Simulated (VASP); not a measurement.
MgBe2SeS2: relaxation of cell and atoms with PBE

Crystal: MgBe2SeS2.

```
Mg Be Se S
1.0
     4.67761    0.00000    0.00000
    -2.33881    4.05093    0.00000
     0.00000    0.00000    5.05871
Mg Be Se S
1 2 1 2
Direct
  0.00000 0.00000 0.50000
  0.66667 0.33333 0.50000
  0.00000 0.00000 0.00000
  0.33333 0.66667 0.00000
  0.33333 0.66667 0.50000
  0.66667 0.33333 0.00000
```

The cell was built from a structure type or drawn by symmetry, and may not be a known phase.

```json
{
 "Program": "VASP 6.6.1",
 "Task": "relaxation of cell and atoms",
 "Functional": "PBE",
 "Potentials or basis": "VASP PAW PBE potentials, release 64 (Mg, Be, Se, S)",
 "Cutoff": "600 eV",
 "k mesh": "12 × 12 × 8",
 "Occupations": "gaussian, width 0.1 eV",
 "Spin": "no spin polarisation",
 "Dipole correction": "no",
 "Further INCAR settings": "ALGO = Normal; EDIFF = 1e-07; IBRION = 2; EDIFFG = -0.01; NSW = 100; ISIF = 3"
}
```

```yaml
Relaxed_volume: 16.12 Å³/atom
Relaxed_cell: a = 4.622 Å, b = 4.622 Å, c = 5.227 Å, α = 90.00°, β = 90.00°, γ = 120.00°
Space_group_after_relaxing_to_0.1_Å: P-6m2 (No. 187)
Energy_gained_by_relaxing: 12.9 meV/atom
Ionic_steps: 7
Pressure_after_relaxing: 0.0 GPa
Band_gap_on_the_k_mesh: zero (bands 12 and 13 overlap by 1.65 eV)
```

Step by step:
| step | energy change (eV) | largest force (eV/Å) | pressure (GPa) | volume (Å³) |
| --- | --- | --- | --- | --- |
| 1 | 0.0000 | 0.0000 | 0.76 | 95.86 |
| 2 | -0.0766 | 0.0000 | -0.11 | 96.86 |
| 3 | -0.0771 | 0.0000 | -0.16 | 96.95 |
| 4 | -0.0771 | 0.0000 | -0.17 | 96.97 |
| 5 | -0.0772 | 0.0000 | -0.02 | 96.74 |
| 6 | -0.0772 | 0.0000 | -0.02 | 96.73 |
| 7 | -0.0773 | 0.0000 | 0.00 | 96.71 |

Final structure:
```
Mg Be Se S
1.0
     4.62208    0.00000    0.00000
    -2.31104    4.00284    0.00000
     0.00000    0.00000    5.22692
Mg Be Se S
1 2 1 2
Direct
  0.00000 0.00000 0.50000
  0.66667 0.33333 0.50000
  0.00000 0.00000 0.00000
  0.33333 0.66667 0.00000
  0.33333 0.66667 0.50000
  0.66667 0.33333 0.00000
```

Levels at points of the mesh, in eV from the Fermi level:
```
           k point  band 10  band 11  band 12  band 13  band 14  band 15
(0.00, 0.00, 0.00)    -2.92    -2.64    -2.64    -0.15     1.14     1.14
(0.50, 0.00, 0.00)    -0.93    -0.73    -0.21     0.53     0.98     3.05
(0.00, 0.00, 0.50)    -2.88    -2.88    -2.30    -1.00    -0.21     0.20
(0.50, 0.00, 0.50)    -2.16    -0.90    -0.74     0.61     1.06     2.28
```

Run time: 18 min on 1 thread of Intel Xeon 8259CL, on a shared host, peak memory 0.42 GiB.
